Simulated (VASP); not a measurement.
# Lu (Fd-3m) in VASP: a series of runs

The runs below take Lu through single point, with LDA.

Everything below comes from runs of VASP 6.6.1. Logs are shortened: lines on timing, memory, paths and dates and some standing lists are left out, and cuts for length are marked.

## Step 1: The cell of the first run

The structure is cubic, space group Fd-3m (No. 227). The conventional cell has a = 6.371 Å, b = 6.371 Å, c = 6.371 Å, α = 90.00°, β = 90.00°, γ = 90.00°. Lu (site symmetry -43m) has 4 Lu at 2.76 Å within 3.6 Å.

This isn't the form of Lu at room conditions, which is hcp.

## Step 2: Single point, LDA (32.32 Å³/atom)

INCAR reads:

```
SYSTEM = Lu
PREC = Accurate ; ENCUT = 520
EDIFF = 1E-6 ; ISMEAR = -1
SIGMA = 0.05 ; LREAL = .FALSE.
LASPH = .TRUE. ; NELM = 60
ALGO = Normal ; ISIF = 2
LWAVE = .FALSE. ; LCHARG = .FALSE.
GGA = CA ; NBANDS = 32
```

KPOINTS reads:

```
Automatic mesh
0
G
  12 12 12
  0 0 0
```

POSCAR reads:

```
Lu
1.0
    0.0000000000      3.1854025839      3.1854025839
    3.1854025839      0.0000000000      3.1854025839
    3.1854025839      3.1854025839      0.0000000000
Lu
2
Direct
   -0.1250000000     -0.1250000000     -0.1250000000
    0.1250000000      0.1250000000      0.1250000000
```

Potentials or basis: VASP PAW PBE potentials, release 64 (Lu).

Command:

```
> cat potpaw_PBE.64/Lu/POTCAR > POTCAR
> mpirun -np 1 vasp_std > vasp.out
```

OUTCAR:

```text
SYSTEM = Lu
   PREC = Accurate
   ENCUT = 520
   EDIFF = 1E-6
   ISMEAR = -1
   LREAL = .FALSE.
   LASPH = .TRUE.
   NELM = 60
   ISIF = 2
   GGA = CA

 ion  position               nearest neighbor table
   1  0.875  0.875  0.875-   2 2.76   2 2.76   2 2.76   2 2.76
   2  0.125  0.125  0.125-   1 2.76   1 2.76   1 2.76   1 2.76

  LATTYP: Found a face centered cubic cell.
 ALAT       =     6.3708051678

  Lattice vectors:

 A1 = (   0.0000000000,   3.1854025839,   3.1854025839)
 A2 = (   3.1854025839,   0.0000000000,   3.1854025839)
 A3 = (   3.1854025839,   3.1854025839,   0.0000000000)

Analysis of symmetry for initial positions (statically):
=====================================================================
 Subroutine PRICEL returns:
 Original cell was already a primitive cell.

 Routine SETGRP: Setting up the symmetry group for a
 face centered cubic supercell.

 Subroutine GETGRP returns: Found 48 space group operations
 (whereof 12 operations were pure point group operations)
 out of a pool of 48 trial point group operations.

The static configuration has the point symmetry D_3d.
 The point group associated with its full space group is O_h .

Analysis of symmetry for dynamics (positions and initial velocities):
=====================================================================
 Subroutine PRICEL returns:
 Original cell was already a primitive cell.

 Routine SETGRP: Setting up the symmetry group for a
 face centered cubic supercell.

 Subroutine GETGRP returns: Found 48 space group operations
 (whereof 12 operations were pure point group operations)
 out of a pool of 48 trial point group operations.

The dynamic configuration has the point symmetry D_3d.
 The point group associated with its full space group is O_h .

 Subroutine INISYM returns: Found 48 space group operations
 (whereof 12 operations are pure point group operations),
 and found     1 'primitive' translations

----------------------------------------------------------------------------------------

                                     Primitive cell

  volume of cell :      64.6432

  direct lattice vectors                    reciprocal lattice vectors
     0.000000000  3.185402584  3.185402584    -0.156966031  0.156966031  0.156966031
     3.185402584  0.000000000  3.185402584     0.156966031 -0.156966031  0.156966031
     3.185402584  3.185402584  0.000000000     0.156966031  0.156966031 -0.156966031

  length of vectors
     4.504839536  4.504839536  4.504839536     0.271873140  0.271873140  0.271873140

  position of ions in fractional coordinates (direct lattice)
     0.875000000  0.875000000  0.875000000
     0.125000000  0.125000000  0.125000000

  ion indices of the primitive-cell ions
   primitive index   ion index
                 1           1
                 2           2

----------------------------------------------------------------------------------------

 KPOINTS: Automatic mesh

Automatic generation of k-mesh.
 Grid dimensions read from file:
 generate k-points for:   12   12   12

 Generating k-lattice:

  Cartesian coordinates                     Fractional coordinates (reciprocal lattice)
    -0.013080503  0.013080503  0.013080503     0.083333333  0.000000000  0.000000000
     0.013080503 -0.013080503  0.013080503     0.000000000  0.083333333  0.000000000
     0.013080503  0.013080503 -0.013080503     0.000000000  0.000000000  0.083333333

  Length of vectors
     0.022656095  0.022656095  0.022656095

  Shift w.r.t. Gamma in fractional coordinates (k-lattice)
     0.000000000  0.000000000  0.000000000

 Subroutine IBZKPT returns following result:
 ===========================================

 Found     72 irreducible k-points:

 Following reciprocal coordinates:
            Coordinates               Weight
  0.000000  0.000000  0.000000      1.000000
  0.083333  0.000000  0.000000      8.000000
  0.166667  0.000000  0.000000      8.000000
  0.250000  0.000000  0.000000      8.000000
  0.333333  0.000000  0.000000      8.000000
  0.416667  0.000000  0.000000      8.000000
[... 16 lines left out ...]
  0.500000  0.166667  0.000000     24.000000
 -0.416667  0.166667  0.000000     24.000000
 [... further k-points ...]
   k-points           NKPTS =     72   k-points in BZ     NKDIM =     72   number of bands    NBANDS=     32
   number of dos      NEDOS =    301   number of ions     NIONS =      2
   total plane-waves  NPLWV =  46656
   dimension x,y,z NGX =    36 NGY =   36 NGZ =   36
   dimension x,y,z NGXF=    72 NGYF=   72 NGZF=   72
   ions per type =               2
   NGX,Y,Z   is equivalent  to a cutoff of  13.29, 13.29, 13.29 a.u.
   NGXF,Y,Z  is equivalent  to a cutoff of  26.57, 26.57, 26.57 a.u.
 SYSTEM =  Lu
   PREC   = accura    normal or accurate (medium, high low for compatibility)
   ISTART =      0    job   : 0-new  1-cont  2-samecut
   ICHARG =      2    charge: 1-file 2-atom 10-const
   ISPIN  =      1    spin polarized calculation?
   LNONCOLLINEAR =      F non collinear calculations
   LSORBIT =      F    spin-orbit coupling
   LASPH  =      T    aspherical Exc in radial PAW
   ENCUT  =  520.0 eV  38.22 Ry    6.18 a.u.   8.38  8.38  8.38*2*pi/ulx,y,z
   NELM   =     60;   NELMIN=  2; NELMDL= -5     # of ELM steps
   EDIFF  = 0.1E-05   stopping-criterion for ELM
   LREAL  =      F    real-space projection
   EDIFFG = 0.1E-04   stopping-criterion for IOM
   NSW    =      0    number of steps for IOM
   IBRION =     -1    ionic relax: 0-MD 1-quasi-New 2-CG
   NFREE  =      0    steps in history (QN), initial steepest desc. (CG)
   ISIF   =      2    stress and relaxation
   ISYM   =      2    0-nonsym 1-usesym 2-fastsym
   POTIM  = 0.5000    time-step for ionic-motion
   TEBEG  =    0.0;   TEEND  =   0.0 temperature during run
   PSTRESS=    0.0 pullay stress
   NELECT =      50.0000    total number of electrons
   NUPDOWN=      -1.0000    fix difference up-down
   EMIN   =  10.00;   EMAX   =-10.00  energy-range for DOS
   EFERMI =   0.00;   METHOD = LEGACY
   ISMEAR =    -1;   SIGMA  =   0.05  broadening in eV -4-tet -1-fermi 0-gaus
   EFERMI_NEDOS =   21; number of points for ismear=-14 and -15
   IALGO  =     38    algorithm
   IMIX   =      4    mixing-type and parameters
     AMIX     =   0.40;   BMIX     =  1.00
     AMIX_MAG =   1.60;   BMIX_MAG =  1.00
  volume/ion in A,a.u.               =      32.32       218.12
  Fermi-wavevector in a.u.,A,eV,Ry     =   1.502763  2.839810 30.725993  2.258297
  Thomas-Fermi vector in A             =   2.613961
   LORBIT       =      0    0 simple, 1 ext, 2 COOP (PROOUT), +10 PAW based schemes
   GGA     = CA    functional components
   LHFCALC =     F    Hartree Fock is set to
   AEXX    =    0.0000 exact exchange contribution
   IVDW    =     0    specifies the selected vdW correction
   LEPSILON=     F    determine dielectric tensor
   LRPA    =     F    only Hartree local field effects (RPA)
 non-spin polarized calculation
  energy-cutoff  :      520.00
  volume of cell :       64.64
 maximum number of plane-waves:      1807
 NGX is ok and might be reduce to    36
   NGX = 17   NGY = 17   NGZ = 17

 number of electron      49.9999993 magnetization

 Free energy of the ion-electron system (eV)
  ---------------------------------------------------
  ext. energy  EPLUGINS =         0.00000000
  ---------------------------------------------------
  free energy    TOTEN  =        -6.04716662 eV

  energy without entropy =       -6.01950633  energy(sigma->0) =       -6.03333647

 E-fermi :   0.9960     XC(G=0): -10.2326

 val. band max:        0.9729233725   @ k =  -0.3333   0.4167   0.1667
 cond. band min:       0.9988402693   @ k =  -0.1667   0.2500   0.0833
 fundamental gap:      0.0259168967
 Fermi energy:         0.9960065524

 k-point     1 :       0.0000    0.0000    0.0000
  band No.  band energies     occupation
      1     -55.4057      2.00000
      2     -55.0826      2.00000
      3     -26.6247      2.00000
      4     -26.6247      2.00000
      5     -26.6247      2.00000
      6     -25.6936      2.00000
[... 24 lines left out ...]
     31       3.7507      0.00000
     32       8.2900      0.00000

 k-point     2 :       0.0833    0.0000    0.0000
  band No.  band energies     occupation
      1     -55.4017      2.00000
      2     -55.0867      2.00000
      3     -26.6328      2.00000
      4     -26.6328      2.00000
      5     -26.6247      2.00000
      6     -25.6950      2.00000
[... 24 lines left out ...]
     31       3.7322      0.00000
     32       8.2523      0.00000

 k-point     3 :       0.1667    0.0000    0.0000
  band No.  band energies     occupation
      1     -55.3900      2.00000
      2     -55.0987      2.00000
      3     -26.6540      2.00000
      4     -26.6540      2.00000
      5     -26.6249      2.00000
      6     -25.6985      2.00000
[... 24 lines left out ...]
     31       3.7336      0.00000
     32       8.1314      0.00000

 k-point     4 :       0.2500    0.0000    0.0000
  band No.  band energies     occupation
      1     -55.3723      2.00000
      2     -55.1169      2.00000
      3     -26.6816      2.00000
      4     -26.6816      2.00000
      5     -26.6259      2.00000
      6     -25.7024      2.00000
[... 24 lines left out ...]
     31       3.9159      0.00000
     32       7.9037      0.00000

 k-point     5 :       0.3333    0.0000    0.0000
  band No.  band energies     occupation
      1     -55.3517      2.00000
      2     -55.1380      2.00000
      3     -26.7076      2.00000
      4     -26.7076      2.00000
      5     -26.6277      2.00000
      6     -25.7052      2.00000
[... 584 lines left out ...]
     31       4.2371      0.00000
     32       6.7388      0.00000

 k-point    22 :       0.4167    0.1667    0.0000
  band No.  band energies     occupation
      1     -55.3311      2.00000
      2     -55.1591      2.00000
      3     -26.7843      2.00000
      4     -26.7573      2.00000
      5     -26.5003      2.00000
      6     -25.8363      2.00000
[... 24 lines left out ...]
     31       4.7187      0.00000
     32       6.4502      0.00000

 k-point    23 :       0.5000    0.1667    0.0000
  band No.  band energies     occupation
      1     -55.3152      2.00000
      2     -55.1753      2.00000
      3     -26.8080      2.00000
      4     -26.7615      2.00000
      5     -26.4926      2.00000
      6     -25.8437      2.00000
[... 24 lines left out ...]
     31       4.8417      0.00000
     32       6.6311      0.00000

 k-point    24 :      -0.4167    0.1667    0.0000
  band No.  band energies     occupation
      1     -55.3128      2.00000
      2     -55.1776      2.00000
      3     -26.8169      2.00000
      4     -26.7526      2.00000
      5     -26.4976      2.00000
      6     -25.8375      2.00000
[... 24 lines left out ...]
     31       4.7703      0.00000
     32       6.1818      0.00000

 [... further k-points ...]

------------------------ aborting loop because EDIFF is reached ----------------------------------------

  FORCE on cell =-STRESS in cart. coord.  units (eV):
  Direction    XX          YY          ZZ          XY          YZ          ZX
  --------------------------------------------------------------------------------------
  -------------------------------------------------------------------------------------
  Total        0.9100185      0.9100185      0.9100185      0.0000000     -0.0000000     -0.0000000
  in kB       22.5547409     22.5547409     22.5547409      0.0000000     -0.0000000     -0.0000000
  external PRESSURE =      22.5547409 kB  Pullay stress =       0.0000000 kB

 VOLUME and BASIS-vectors are now :
 -----------------------------------------------------------------------------
  energy-cutoff  :      520.00
  volume of cell :       64.64
      direct lattice vectors                 reciprocal lattice vectors
     0.000000000  3.185402584  3.185402584    -0.156966031  0.156966031  0.156966031
     3.185402584  0.000000000  3.185402584     0.156966031 -0.156966031  0.156966031
     3.185402584  3.185402584  0.000000000     0.156966031  0.156966031 -0.156966031

 POSITION                                       TOTAL-FORCE (eV/Angst)
 -----------------------------------------------------------------------------------
      5.57445      5.57445      5.57445        -0.000000     -0.000000      0.000000
      0.79635      0.79635      0.79635         0.000000      0.000000     -0.000000
 -----------------------------------------------------------------------------------
    total drift:                                0.000000      0.000000      0.000000

  FREE ENERGIE OF THE ION-ELECTRON SYSTEM (eV)
  ---------------------------------------------------
  free  energy   TOTEN  =        -6.0471666220 eV

  energy  without entropy=       -6.0195063259  energy(sigma->0) =       -6.03333647
```

Wall time 3.9 min (1 thread of Intel Xeon 8259CL, shared host); peak memory 0.27 GiB.

Results:

```
Free energy            : -6.0472 eV
Pressure               : 2.3 GPa
Band gap on the k mesh : zero (bands 25 and 26 overlap by 1.09 eV)
```

Levels at points of the mesh, in eV from the Fermi level:
| k point | band 21 | band 22 | band 23 | band 24 | band 25 | band 26 | band 27 | band 28 | band 29 | band 30 |
| --- | --- | --- | --- | --- | --- | --- | --- | --- | --- | --- |
| (0.00, 0.00, 0.00) | -5.36 | -5.35 | -5.00 | -0.04 | -0.04 | 0.82 | 0.82 | 0.82 | 2.75 | 2.75 |
| (0.50, 0.00, 0.00) | -5.36 | -5.36 | -2.56 | -0.85 | -0.05 | -0.05 | 0.82 | 0.86 | 0.86 | 4.08 |
| (0.50, 0.50, 0.00) | -5.38 | -5.38 | -1.32 | -1.32 | -0.39 | -0.39 | 1.02 | 1.02 | 2.86 | 2.86 |

Caveat: the PAW data sets were made with another functional, which shifts forces and pressure a little; spin-orbit coupling is left out, which moves the levels of the heavy elements.

## Step 3: Single point, LDA (36.36 Å³/atom)

This run uses another cell than the first one, of 36.36 Å³/atom.

INCAR reads:

```
ALGO = Normal
EDIFF = 1E-6
ENCUT = 520
GGA = CA
ISIF = 2
ISMEAR = -1
LASPH = T
LCHARG = F
LREAL = F
LWAVE = F
NBANDS = 32
NELM = 80
PREC = Accurate
SIGMA = 0.05
```

KPOINTS reads:

```
k-points
0
Gamma
  12 12 12
```

POSCAR reads:

```
Lu
1.0
    0.0000000000      3.3129521923      3.3129521923
    3.3129521923      0.0000000000      3.3129521923
    3.3129521923      3.3129521923      0.0000000000
Lu
2
Direct
   -0.1250000000     -0.1250000000     -0.1250000000
    0.1250000000      0.1250000000      0.1250000000
```

Potentials or basis: VASP PAW PBE potentials, release 64 (Lu).

Command:

```
> cat potpaw_PBE.64/Lu/POTCAR > POTCAR
> mpirun -np 1 vasp_std > vasp.out
```

It took 4.4 min on 1 thread of Intel Xeon 8259CL, shared host; peak memory 0.27 GiB.

The run converged. Its results:

- Free energy: -6.1232 eV
- Pressure: 0.8 GPa
- Band gap on the k mesh: zero (bands 25 and 26 overlap by 1.41 eV)

Levels at points of the mesh, in eV from the Fermi level:
```csv
k point,band 23,band 24,band 25,band 26,band 27,band 28
"(0.00, 0.00, 0.00)",-4.83,0.11,0.11,0.71,0.71,0.71
"(0.50, 0.00, 0.00)",-2.68,-0.78,0.08,0.08,0.54,0.82
"(0.50, 0.50, 0.00)",-1.08,-1.08,-0.75,-0.75,0.98,0.98
```

Caveat: the PAW data sets were made with another functional, which shifts forces and pressure a little; spin-orbit coupling is left out, which moves the levels of the heavy elements.

## Step 4: Single point, LDA

This run uses another cell than the first one, of 40.40 Å³/atom.

INCAR reads:

```
SYSTEM = Lu
ALGO     = Normal         ! electronic algorithm
EDIFF    = 1E-6           ! SCF threshold, eV
ENCUT    = 520            ! plane-wave cutoff, eV
GGA      = CA             ! functional
ISIF     = 2              ! what is computed and relaxed
ISMEAR   = -1             ! smearing method
LASPH    = .TRUE.         ! aspherical terms in the spheres
LCHARG   = .FALSE.        ! write CHGCAR
LREAL    = .FALSE.        ! projectors in reciprocal space
LWAVE    = .FALSE.        ! write WAVECAR
NBANDS   = 32             ! bands
NELM     = 80             ! most SCF steps
PREC     = Accurate       ! precision mode
SIGMA    = 0.05           ! smearing width, eV
```

KPOINTS reads:

```
k-points
0
G
  12 12 12
  0 0 0
```

POSCAR reads:

```
Lu
1.0
    0.0000000000      3.4313709142      3.4313709142
    3.4313709142      0.0000000000      3.4313709142
    3.4313709142      3.4313709142      0.0000000000
Lu
2
Direct
   -0.1250000000     -0.1250000000     -0.1250000000
    0.1250000000      0.1250000000      0.1250000000
```

Command:

```
> cat potpaw_PBE.64/Lu/POTCAR > POTCAR
> mpirun -np 1 vasp_std > vasp.out
```

Run time: 4.3 min. Hardware: 1 thread of Intel Xeon 8259CL, shared host; peak memory 0.28 GiB.

Results (log left out):

- Free energy: -6.1449 eV
- Pressure: 0.0 GPa
- Band gap on the k mesh: zero (bands 25 and 26 overlap by 1.41 eV)

Levels at points of the mesh, in eV from the Fermi level:
| k point | band 23 | band 24 | band 25 | band 26 | band 27 | band 28 |
| --- | --- | --- | --- | --- | --- | --- |
| (0.00, 0.00, 0.00) | -4.69 | 0.22 | 0.22 | 0.63 | 0.63 | 0.63 |
| (0.50, 0.00, 0.00) | -2.75 | -0.77 | 0.18 | 0.18 | 0.38 | 0.77 |
| (0.50, 0.50, 0.00) | -1.11 | -1.11 | -0.80 | -0.80 | 0.93 | 0.93 |

Caveat: the PAW data sets were made with another functional, which shifts forces and pressure a little; spin-orbit coupling is left out, which moves the levels of the heavy elements.

## Step 5: The runs side by side

```csv
cell,gap on the mesh (eV),pressure (GPa)
"a = 4.505 Å, angles 60.0°, 2 atoms",none,2.3
"a = 4.685 Å, angles 60.0°, 2 atoms",none,0.8
"a = 4.853 Å, angles 60.0°, 2 atoms",none,0.0
```

Alike in all rows: task single point; level LDA; potentials or basis VASP PAW PBE potentials, release 64 (Lu); no spin polarisation; k mesh 12 × 12 × 12; cutoff (eV) 520; smearing fermi-dirac 0.05 eV.

Caveats: the PAW data sets were made with another functional, which shifts forces and pressure a little; spin-orbit coupling is left out, which moves the levels of the heavy elements.

Absolute energies hang on the potentials; compare differences alone.

The gap in the log of VASP goes by the Fermi energy; the results here count the filled bands.